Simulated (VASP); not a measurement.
AlC2:

```
Al C
1.0
    -1.36420    1.36420    4.43874
     1.36420   -1.36420    4.43874
     1.36420    1.36420   -4.43874
Al C
1 2
Direct
  0.00000 0.00000 0.00000
  0.34000 0.34000 0.00000
  0.66000 0.66000 0.00000
```

| Item | Value |
| --- | --- |
| Program | VASP 6.6.1 |
| Task | relaxation of cell and atoms |
| Functional | PBE |
| Potentials or basis | VASP PAW PBE potentials, release 64 (Al, C) |
| Cutoff | 600 eV |
| k mesh | 8 × 8 × 8 |
| Occupations | gaussian, width 0.1 eV |
| Spin | no spin polarisation |

At the start: pressure -19.8 GPa; volume 11.01 Å³/atom.

Where does the relaxation end?

Over 34 steps the energy falls by 1518.7 meV/atom and the volume is 9.49 Å³/atom (-13.8 %); space group I4/mmm (No. 139, to 0.1 Å) before and after.

The path:
```tsv
step	energy change (eV)	largest force (eV/Å)	pressure (GPa)	volume (Å³)
1	0.0000	0.7694	-19.84	33.04
2	-0.5803	0.3557	1.83	26.91
3	-0.5820	0.4246	3.20	26.69
4	-0.7753	0.4956	2.40	26.33
5	-1.2517	1.7523	12.76	24.68
6	-1.3801	2.7432	10.36	24.95
7	-2.0459	6.3310	3.91	25.65
8	-3.4511	8.9682	21.94	26.38
9	-3.3991	8.5950	29.86	26.40
10	-3.4390	8.8574	24.88	26.39
11	-3.4601	8.6245	26.06	26.47
12	-3.4941	7.8122	30.24	26.69
13	-3.4950	7.5235	31.77	26.76
14	-3.5335	7.3350	31.08	26.79
15	-3.6437	6.7898	29.06	26.88
16	-3.8417	5.7645	25.26	27.06
17	-4.1527	3.6680	18.96	27.41
18	-4.4519	0.6265	11.29	28.13
19	-4.4673	1.6122	10.54	28.32
20	-4.4675	1.9254	10.35	28.38
21	-4.5067	1.2158	6.88	28.56
22	-4.5460	0.6041	-2.29	29.10
23	-4.5469	0.3992	-1.24	29.03
24	-4.5469	0.3595	-1.03	29.02
25	-4.5486	0.2761	-1.11	29.01
26	-4.5518	0.0448	-1.27	29.00
27	-4.5518	0.3238	-1.29	28.98
28	-4.5527	0.1567	-1.31	28.99
29	-4.5536	0.0913	-1.38	28.93
30	-4.5548	0.1071	-1.58	28.74
31	-4.5556	0.0196	-0.89	28.63
32	-4.5559	0.0687	-0.20	28.51
33	-4.5559	0.0769	-0.14	28.50
34	-4.5560	0.0300	-0.09	28.47
```

Final structure:
```yaml
crystal:
  lattice:
    - [-1.64475, 1.64475, 2.63148]
    - [1.64475, -1.64475, 2.63148]
    - [1.64475, 1.64475, -2.63148]
  atoms:
    - { symbol: Al, position: [0.00000, 0.00000, 0.00000] }
    - { symbol: C, position: [0.37299, 0.37299, 0.00000] }
    - { symbol: C, position: [0.62701, 0.62701, 0.00000] }
```

Caveat: a cell axis changed by over 15 % at a fixed basis, so the end point is rough; an odd number of electrons without spin polarisation forces a metal; a magnetic or distorted state may lie lower.
